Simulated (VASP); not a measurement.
# Al16H in VASP: relaxation of the atoms with PBE

Aim: the relaxation of the atoms of Al16H with PBE.

Everything below comes from runs of VASP 6.6.1. Logs are shortened: lines on timing, memory, paths and dates and some standing lists are left out, and cuts for length are marked.

### 1 The cell of the first run

The cell holds a slab with vacuum, 17 atoms: a = 5.714 Å, b = 8.080 Å, c = 19.743 Å, α = 90.00°, β = 90.00°, γ = 90.00°.

### 2 Relaxation of the atoms, PBE

INCAR

```
SYSTEM = Al16H
  PREC = Accurate
  ENCUT = 520
  EDIFF = 1E-6
  ISMEAR = 0
  SIGMA = 0.1
  LREAL = Auto
  LASPH = .TRUE.
  NELM = 100
  ALGO = Fast
  ISIF = 2
  LWAVE = .FALSE.
  LCHARG = .FALSE.
  LDIPOL = .TRUE.
  IDIPOL = 3
  DIPOL = 0.5 0.5 0.321
  GGA = PE
  IBRION = 2
  NSW = 36
  EDIFFG = -0.025
```

KPOINTS

```
regular mesh
0
G
  5 4 1
  0 0 0
```

POSCAR

```
Al16H
1.0
    5.7135165839      0.0000000000      0.0000000000
    0.0000000000      8.0801326418      0.0000000000
    0.0000000000      0.0000000000     19.7432786746
Al H
16 1
Selective dynamics
Direct
    0.2500000000      0.2500000000      0.2026005947  F F F
    0.2500000000      0.7500000000      0.2026005947  F F F
    0.7500000000      0.2500000000      0.2026005947  F F F
    0.7500000000      0.7500000000      0.2026005947  F F F
    0.0000000000      0.0000000000      0.2749482108  F F F
    0.0000000000      0.5000000000      0.2749482108  F F F
    0.5000000000      0.0000000000      0.2749482108  F F F
    0.5000000000      0.5000000000      0.2749482108  F F F
    0.2500000000      0.2500000000      0.3495466417  F F F
    0.2500000000      0.7500000000      0.3495466417  F F F
    0.7500000000      0.2500000000      0.3495466417  F F F
    0.7500000000      0.7500000000      0.3495466417  F F F
    0.0000000000      0.0000000000      0.4175232904  F F F
    0.0000000000      0.5000000000      0.4175232904  F F F
    0.5000000000      0.0000000000      0.4175232904  F F F
    0.5000000000      0.5000000000      0.4175232904  F F F
    0.1666666667      0.0000000000      0.4827170423  F F T
```

Potentials or basis: VASP PAW PBE potentials, release 64 (Al, H).

Run with:

```console
$ cat potpaw_PBE.64/Al/POTCAR potpaw_PBE.64/H/POTCAR > POTCAR
$ mpirun -np 1 vasp_std > vasp.out
```

OUTCAR:

```text
SYSTEM = Al16H
   PREC = Accurate
   ENCUT = 520
   EDIFF = 1E-6
   ISMEAR = 0
   LREAL = Auto
   LASPH = .TRUE.
   NELM = 100
   ISIF = 2
   GGA = PE
   IBRION = 2
   NSW = 36
   EDIFFG = -0.025

 ion  position               nearest neighbor table
   1  0.250  0.250  0.203-   3 2.86   3 2.86   6 2.86   7 2.86   8 2.86   5 2.86   9 2.90
   2  0.250  0.750  0.203-   4 2.86   4 2.86   6 2.86   7 2.86   8 2.86   5 2.86  10 2.90
   3  0.750  0.250  0.203-   1 2.86   1 2.86   6 2.86   7 2.86   8 2.86   5 2.86  11 2.90
   4  0.750  0.750  0.203-   2 2.86   2 2.86   6 2.86   7 2.86   8 2.86   5 2.86  12 2.90
   5  0.000  0.000  0.275-  13 2.81   7 2.86   7 2.86   4 2.86   1 2.86   2 2.86   3 2.86  11 2.88
                            12 2.88   9 2.88  10 2.88
   6  0.000  0.500  0.275-  14 2.81   8 2.86   8 2.86   4 2.86   1 2.86   2 2.86   3 2.86  11 2.88
                            12 2.88   9 2.88  10 2.88
   7  0.500  0.000  0.275-  15 2.81   5 2.86   5 2.86   4 2.86   1 2.86   2 2.86   3 2.86  11 2.88
                            12 2.88   9 2.88  10 2.88
   8  0.500  0.500  0.275-  16 2.81   6 2.86   6 2.86   4 2.86   1 2.86   2 2.86   3 2.86  11 2.88
                            12 2.88   9 2.88  10 2.88
   9  0.250  0.250  0.350-  13 2.81  14 2.81  15 2.81  16 2.81  11 2.86  11 2.86   7 2.88   8 2.88
                             5 2.88   6 2.88   1 2.90
  10  0.250  0.750  0.350-  13 2.81  14 2.81  15 2.81  16 2.81  12 2.86  12 2.86   7 2.88   8 2.88
                             5 2.88   6 2.88   2 2.90
  11  0.750  0.250  0.350-  13 2.81  14 2.81  15 2.81  16 2.81   9 2.86   9 2.86   7 2.88   8 2.88
[... 5 lines left out ...]
  14  0.000  0.500  0.418-   9 2.81  10 2.81  11 2.81  12 2.81   6 2.81  16 2.86  16 2.86
  15  0.500  0.000  0.418-   9 2.81  10 2.81  11 2.81  12 2.81   7 2.81  13 2.86  13 2.86
  16  0.500  0.500  0.418-   9 2.81  10 2.81  11 2.81  12 2.81   8 2.81  14 2.86  14 2.86
  17  0.167  0.000  0.483-  13 1.60

  LATTYP: Found a simple orthorhombic cell.
 ALAT       =     5.7135165839
 B/A-ratio  =     1.4142135624
 C/A-ratio  =     3.4555388760

  Lattice vectors:

 A1 = (   5.7135165839,   0.0000000000,   0.0000000000)
 A2 = (   0.0000000000,   8.0801326418,   0.0000000000)
 A3 = (   0.0000000000,   0.0000000000,  19.7432786746)

Analysis of symmetry for initial positions (statically):
=====================================================================
 Subroutine PRICEL returns:
 Original cell was already a primitive cell.

 Routine SETGRP: Setting up the symmetry group for a
 simple orthorhombic supercell.

 Subroutine GETGRP returns: Found  2 space group operations
 (whereof  2 operations were pure point group operations)
 out of a pool of  8 trial point group operations.

The static configuration has the point symmetry C_1h.

Analysis of symmetry for dynamics (positions and initial velocities):
=====================================================================
 Subroutine PRICEL returns:
 Original cell was already a primitive cell.

 Routine SETGRP: Setting up the symmetry group for a
 simple orthorhombic supercell.

 Subroutine GETGRP returns: Found  2 space group operations
 (whereof  2 operations were pure point group operations)
 out of a pool of  8 trial point group operations.

The dynamic configuration has the point symmetry C_1h.

Analysis of constrained symmetry for selective dynamics:
=====================================================================
 Subroutine PRICEL returns:
 Original cell was already a primitive cell.

 Routine SETGRP: Setting up the symmetry group for a
 simple orthorhombic supercell.

 Subroutine GETGRP returns: Found  2 space group operations
 (whereof  2 operations were pure point group operations)
 out of a pool of  8 trial point group operations.

The constrained configuration has the point symmetry C_1h.

 Subroutine INISYM returns: Found  2 space group operations
 (whereof  2 operations are pure point group operations),
 and found     1 'primitive' translations

----------------------------------------------------------------------------------------

                                     Primitive cell

  volume of cell :     911.4676

  direct lattice vectors                    reciprocal lattice vectors
     5.713516584  0.000000000  0.000000000     0.175023558  0.000000000  0.000000000
     0.000000000  8.080132642  0.000000000     0.000000000  0.123760345  0.000000000
     0.000000000  0.000000000 19.743278675     0.000000000  0.000000000  0.050650149

  length of vectors
     5.713516584  8.080132642 19.743278675     0.175023558  0.123760345  0.050650149

  position of ions in fractional coordinates (direct lattice)
     0.250000000  0.250000000  0.202600595
     0.250000000  0.750000000  0.202600595
     0.750000000  0.250000000  0.202600595
     0.750000000  0.750000000  0.202600595
     0.000000000  0.000000000  0.274948211
[... 51 lines left out ...]
  Shift w.r.t. Gamma in fractional coordinates (k-lattice)
     0.000000000  0.000000000  0.000000000

 Subroutine IBZKPT returns following result:
 ===========================================

 Found      9 irreducible k-points:

 Following reciprocal coordinates:
            Coordinates               Weight
  0.000000  0.000000  0.000000      1.000000
  0.200000  0.000000  0.000000      2.000000
  0.400000  0.000000  0.000000      2.000000
  0.000000  0.250000  0.000000      2.000000
  0.200000  0.250000  0.000000      4.000000
  0.400000  0.250000  0.000000      4.000000
  0.000000  0.500000  0.000000      1.000000
  0.200000  0.500000  0.000000      2.000000
  0.400000  0.500000  0.000000      2.000000
   k-points           NKPTS =      9   k-points in BZ     NKDIM =      9   number of bands    NBANDS=     33
   number of dos      NEDOS =    301   number of ions     NIONS =     17
   total plane-waves  NPLWV = 378000
   dimension x,y,z NGX =    42 NGY =   60 NGZ =  150
   dimension x,y,z NGXF=    84 NGYF=  120 NGZF=  300
   ions per type =              16   1
   NGX,Y,Z   is equivalent  to a cutoff of  12.22, 12.34, 12.63 a.u.
   NGXF,Y,Z  is equivalent  to a cutoff of  24.44, 24.69, 25.26 a.u.
 SYSTEM =  Al16H
   PREC   = accura    normal or accurate (medium, high low for compatibility)
   ISTART =      0    job   : 0-new  1-cont  2-samecut
   ICHARG =      2    charge: 1-file 2-atom 10-const
   ISPIN  =      1    spin polarized calculation?
   LNONCOLLINEAR =      F non collinear calculations
   LSORBIT =      F    spin-orbit coupling
   LASPH  =      T    aspherical Exc in radial PAW
   ENCUT  =  520.0 eV  38.22 Ry    6.18 a.u.  10.62 15.02 36.71*2*pi/ulx,y,z
   NELM   =    100;   NELMIN=  2; NELMDL= -5     # of ELM steps
   EDIFF  = 0.1E-05   stopping-criterion for ELM
   LREAL  =      T    real-space projection
   EDIFFG = -.3E-01   stopping-criterion for IOM
   NSW    =     36    number of steps for IOM
   IBRION =      2    ionic relax: 0-MD 1-quasi-New 2-CG
   NFREE  =      1    steps in history (QN), initial steepest desc. (CG)
   ISIF   =      2    stress and relaxation
   ISYM   =      2    0-nonsym 1-usesym 2-fastsym
   POTIM  = 0.5000    time-step for ionic-motion
   TEBEG  =    0.0;   TEEND  =   0.0 temperature during run
   PSTRESS=    0.0 pullay stress
   NELECT =      49.0000    total number of electrons
   NUPDOWN=      -1.0000    fix difference up-down
   EMIN   =  10.00;   EMAX   =-10.00  energy-range for DOS
   EFERMI =   0.00;   METHOD = LEGACY
   ISMEAR =     0;   SIGMA  =   0.10  broadening in eV -4-tet -1-fermi 0-gaus
   EFERMI_NEDOS =   21; number of points for ismear=-14 and -15
   IALGO  =     68    algorithm
   IMIX   =      4    mixing-type and parameters
     AMIX     =   0.40;   BMIX     =  1.00
     AMIX_MAG =   1.60;   BMIX_MAG =  1.00
  volume/ion in A,a.u.               =      53.62       361.82
  Fermi-wavevector in a.u.,A,eV,Ry     =   0.617864  1.167594  5.194110  0.381756
  Thomas-Fermi vector in A             =   1.676102
   LORBIT       =      0    0 simple, 1 ext, 2 COOP (PROOUT), +10 PAW based schemes
   GGA     = PE    functional components
   LHFCALC =     F    Hartree Fock is set to
   AEXX    =    0.0000 exact exchange contribution
   IVDW    =     0    specifies the selected vdW correction
   LEPSILON=     F    determine dielectric tensor
   LRPA    =     F    only Hartree local field effects (RPA)
 conjugate gradient relaxation of ions
 non-spin polarized calculation
 RMM-DIIS sequential band-by-band and
 Gauss-broadening in eV      SIGMA  =   0.10
  energy-cutoff  :      520.00
  volume of cell :      911.47
 maximum number of plane-waves:     24626
   NGX = 21   NGY = 31   NGZ = 73

 dipolmoment           0.000000      0.000000     -0.048747 electrons x Angstroem

--------------------------------------- Ionic step        1  -------------------------------------------

 number of electron      48.9999998 magnetization

 Free energy of the ion-electron system (eV)
  ---------------------------------------------------
  ext. energy  EPLUGINS =         0.00000000
  ---------------------------------------------------
  free energy    TOTEN  =       -57.73030357 eV

  energy without entropy =      -57.68861281  energy(sigma->0) =      -57.70945819

------------------------ aborting loop because EDIFF is reached ----------------------------------------

  FORCE on cell =-STRESS in cart. coord.  units (eV):
  Direction    XX          YY          ZZ          XY          YZ          ZX
  --------------------------------------------------------------------------------------
  -------------------------------------------------------------------------------------
  Total       -9.5954749     -3.6239542     -0.7499565      0.0000000      0.0000000     -0.5601999
  in kB      -16.8669206     -6.3701847     -1.3182731      0.0000000      0.0000000     -0.9847192
  external PRESSURE =      -8.1851261 kB  Pullay stress =       0.0000000 kB
[... 40 lines left out ...]
 number of electron      48.9999998 magnetization

------------------------ aborting loop because EDIFF is reached ----------------------------------------

 vacuum level on the upper side and lower side of the slab       (xc-potential included)        -0.082        -0.244

  FORCE on cell =-STRESS in cart. coord.  units (eV):
  Direction    XX          YY          ZZ          XY          YZ          ZX
  --------------------------------------------------------------------------------------
  -------------------------------------------------------------------------------------
  Total       -9.7251997     -3.6256745     -0.9418443      0.0000000      0.0000000     -0.6725094
  in kB      -17.0949507     -6.3732086     -1.6555733      0.0000000      0.0000000     -1.1821367
  external PRESSURE =      -8.3745776 kB  Pullay stress =       0.0000000 kB
[... 38 lines left out ...]
--------------------------------------- Ionic step        3  -------------------------------------------

 number of electron      48.9999998 magnetization

 dipolmoment           0.000000      0.000000      0.044968 electrons x Angstroem

 Free energy of the ion-electron system (eV)
  ---------------------------------------------------
  ext. energy  EPLUGINS =         0.00000000
  ---------------------------------------------------
  free energy    TOTEN  =       -57.74118200 eV

  energy without entropy =      -57.69988743  energy(sigma->0) =      -57.72053471

 E-fermi :  -0.5378     XC(G=0):  -4.0171

 val. band max:       -0.5652766342   @ k =   0.0000   0.2500   0.0000
 cond. band min:      -0.5119546441   @ k =   0.2000   0.2500   0.0000
 fundamental gap:      0.0533219901
 Fermi energy:        -0.5377854681

 k-point     1 :       0.0000    0.0000    0.0000
  band No.  band energies     occupation
      1     -10.7844      2.00000
      2      -8.6607      2.00000
      3      -8.5159      2.00000
      4      -8.4053      2.00000
      5      -6.5541      2.00000
      6      -6.3526      2.00000
[... 313 lines left out ...]
     32       1.3433      0.00000
     33       1.4189      0.00000

------------------------ aborting loop because EDIFF is reached ----------------------------------------

 vacuum level on the upper side and lower side of the slab       (xc-potential included)         0.054        -0.168

  FORCE on cell =-STRESS in cart. coord.  units (eV):
  Direction    XX          YY          ZZ          XY          YZ          ZX
  --------------------------------------------------------------------------------------
  -------------------------------------------------------------------------------------
  Total       -9.9501968     -3.6256870     -1.2916002      0.0000000      0.0000000     -0.8683749
  in kB      -17.4904505     -6.3732306     -2.2703741      0.0000000      0.0000000     -1.5264289
  external PRESSURE =      -8.7113517 kB  Pullay stress =       0.0000000 kB
[... 32 lines left out ...]
  FREE ENERGIE OF THE ION-ELECTRON SYSTEM (eV)
  ---------------------------------------------------
  free  energy   TOTEN  =       -57.7411819957 eV

  energy  without entropy=      -57.6998874300  energy(sigma->0) =      -57.72053471

 reached required accuracy - stopping structural energy minimisation

 vacuum level on the upper side and lower side of the slab         3.689         3.494
```

Run time: 18 min. Hardware: 1 thread of Oxide Virtual Turin-like, shared host; peak memory 0.87 GiB.

What came out:

```
Free energy               : -57.7412 eV
Energy gained by relaxing : 0.6 meV/atom
Ionic steps               : 3
Band gap on the k mesh    : zero (an odd number of electrons rules out a gap without spin polarisation)
```

Step by step:
```
step  energy change (eV)  largest force on free atoms (eV/Å)  pressure (GPa)
   1              0.0000                              0.4077           -0.82
   2             -0.0065                              0.2546           -0.84
   3             -0.0109                              0.0157           -0.87
```

Final structure:
```yaml
crystal:
  lattice:
    - [5.71352, 0.00000, 0.00000]
    - [0.00000, 8.08013, 0.00000]
    - [0.00000, 0.00000, 19.74328]
  atoms:
    - { symbol: Al, position: [0.25000, 0.25000, 0.20260] }
    - { symbol: Al, position: [0.25000, 0.75000, 0.20260] }
    - { symbol: Al, position: [0.75000, 0.25000, 0.20260] }
    - { symbol: Al, position: [0.75000, 0.75000, 0.20260] }
    - { symbol: Al, position: [0.00000, 0.00000, 0.27495] }
    - { symbol: Al, position: [0.00000, 0.50000, 0.27495] }
    - { symbol: Al, position: [0.50000, 0.00000, 0.27495] }
    - { symbol: Al, position: [0.50000, 0.50000, 0.27495] }
    - { symbol: Al, position: [0.25000, 0.25000, 0.34955] }
    - { symbol: Al, position: [0.25000, 0.75000, 0.34955] }
    - { symbol: Al, position: [0.75000, 0.25000, 0.34955] }
    - { symbol: Al, position: [0.75000, 0.75000, 0.34955] }
    - { symbol: Al, position: [0.00000, 0.00000, 0.41752] }
    - { symbol: Al, position: [0.00000, 0.50000, 0.41752] }
    - { symbol: Al, position: [0.50000, 0.00000, 0.41752] }
    - { symbol: Al, position: [0.50000, 0.50000, 0.41752] }
    - { symbol: H, position: [0.16667, 0.00000, 0.48561] }
```

The gap in the log of VASP goes by the Fermi energy; the results here count the filled bands.